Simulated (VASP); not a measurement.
A run of VASP 6.6.1:

INCAR

```
PREC = Accurate
ENCUT = 600
EDIFF = 1E-6
ISMEAR = -1
SIGMA = 0.01
LREAL = F
LASPH = T
NELM = 200
ALGO = Normal
ISIF = 2
LWAVE = F
LCHARG = F
ISPIN = 2
MAGMOM = 0 0 0 0 0 0 0 0 0.5 0.5 0.5 0.5 0.5 0.5 0.5 0.5
LORBIT = 11
GGA = PE
NBANDS = 50
NELECT = 65.0
GGA_COMPAT = F
```

The input KPOINTS:

```
regular mesh
0
Gamma
  1 1 1
```

The input POSCAR:

```
BN
1.0
    0.0000000000      3.6200000000      3.6200000000
    3.6200000000      0.0000000000      3.6200000000
    3.6200000000      3.6200000000      0.0000000000
B N
8 8
Direct
    0.0000000000      0.0000000000      0.0000000000
    0.0000000000      0.0000000000      0.5000000000
    0.0000000000      0.5000000000      0.0000000000
    0.0000000000      0.5000000000      0.5000000000
    0.5000000000      0.0000000000      0.0000000000
    0.5000000000      0.0000000000      0.5000000000
    0.5000000000      0.5000000000      0.0000000000
    0.5000000000      0.5000000000      0.5000000000
    0.1250000000      0.1250000000      0.1250000000
    0.1250000000      0.1250000000      0.6250000000
    0.1250000000      0.6250000000      0.1250000000
    0.1250000000      0.6250000000      0.6250000000
    0.6250000000      0.1250000000      0.1250000000
    0.6250000000      0.1250000000      0.6250000000
    0.6250000000      0.6250000000      0.1250000000
    0.6250000000      0.6250000000      0.6250000000
```

Potentials or basis: VASP PAW PBE potentials, release 64 (B, N).

Command:

```sh
$ cat potpaw_PBE.64/B/POTCAR potpaw_PBE.64/N/POTCAR > POTCAR
$ mpirun -np 1 vasp_gam > vasp.out
```

Hardware: 1 thread of AMD EPYC 7R13, on a shared host.

Problem. Estimate the wall time of this run.

Solution. Run time: 56 s on 1 thread of AMD EPYC 7R13, with other jobs on the host, peak memory 0.25 GiB. Counts: scf iterations 15, k points 1.
